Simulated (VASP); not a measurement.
Crystal: AlNi.

```
Ni Al
1.0
     2.88100    0.00000    0.00000
     0.00000    2.88100    0.00000
     0.00000    0.00000    2.88100
Ni Al
1 1
Direct
  0.50000 0.50000 0.50000
  0.00000 0.00000 0.00000
```

- Program: VASP 6.6.1
- Task: relaxation of cell and atoms
- Functional: PBEsol-based screened hybrid with 25 % exact exchange
- Potentials or basis: VASP PAW PBE potentials, release 64 (Ni, Al)
- Cutoff: 600 eV
- k mesh: 5 × 5 × 5
- Occupations: fermi-dirac, width 0.05 eV
- Spin: collinear spin, ferromagnetic start
- Starting moments: [1.0, 0.0] μB

At the start: pressure -5.9 GPa; volume 11.96 Å³/atom.

Task: Where does the relaxation end?

Result: Over 3 steps the energy falls by 8.0 meV/atom and the volume is 11.54 Å³/atom (-3.5 %); space group Pm-3m (No. 221, to 0.1 Å) before and after; moment 0.44 μB per cell.

The path:
```tsv
step	energy change (eV)	largest force (eV/Å)	pressure (GPa)	volume (Å³)
1	0.0000	0.0000	-5.87	23.91
2	-0.0051	0.0000	5.49	22.43
3	-0.0160	0.0000	0.05	23.08
```

Final structure:
```yaml
crystal:
  lattice:
    - [2.84711, 0.00000, 0.00000]
    - [0.00000, 2.84711, 0.00000]
    - [0.00000, 0.00000, 2.84711]
  atoms:
    - { symbol: Ni, position: [0.50000, 0.50000, 0.50000] }
    - { symbol: Al, position: [0.00000, 0.00000, 0.00000] }
```

Caveat: the k points lie up to 0.44 Å⁻¹ apart in the final cell; the PAW data sets were made with another functional, which shifts forces and pressure a little.
